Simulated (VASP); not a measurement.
Crystal: S.

```
S
1.0
     4.20767    0.00000    0.00000
    -2.10383    3.64395    0.00000
     0.00000    0.00000    4.43450
S
3
Cartesian
  0.8523 0.0000 1.4782
  -0.4262 0.7382 2.9563
  1.6777 2.9058 0.0000
```

```yaml
Program: VASP 6.6.1
Task: relaxation of cell and atoms
Functional: PBE
Dispersion: D3(BJ)
Potentials_or_basis: VASP PAW PBE potentials, release 64 (S)
Cutoff: 600 eV
k_mesh: 6 × 6 × 6
Occupations: gaussian, width 0.02 eV
Spin: no spin polarisation
```

At the start: pressure -0.1 GPa; volume 22.66 Å³/atom.

Problem. How do energy, volume and symmetry change on relaxing?

Solution. Over 10 steps the energy falls by 2.9 meV/atom and the volume is 23.81 Å³/atom (+5.0 %); space group P3_121 (No. 152, to 0.05 Å).

The path:
```
step  energy change (eV)  largest force (eV/Å)  pressure (GPa)  volume (Å³)
   1              0.0000                0.1738           -0.15        67.99
   2             -0.0013                0.0675            0.82        67.79
   3             -0.0018                0.0144            0.50        67.86
   4             -0.0037                0.0020            0.40        68.42
   5             -0.0070                0.0380            0.13        70.12
   6             -0.0073                0.0585            0.03        70.92
   7             -0.0085                0.0600           -0.24        71.56
   8             -0.0085                0.0443           -0.20        71.48
   9             -0.0077                0.0742            0.47        71.30
  10             -0.0087                0.0054            0.01        71.42
```

Final structure:
```
CELL_PARAMETERS angstrom
4.32427 0.00000 0.00000
-2.16213 3.74492 0.00000
0.00000 0.00000 4.41012
ATOMIC_POSITIONS crystal
S 0.19594 0.00000 0.33333
S 0.00000 0.19594 0.66667
S 0.80406 0.80406 0.00000
```
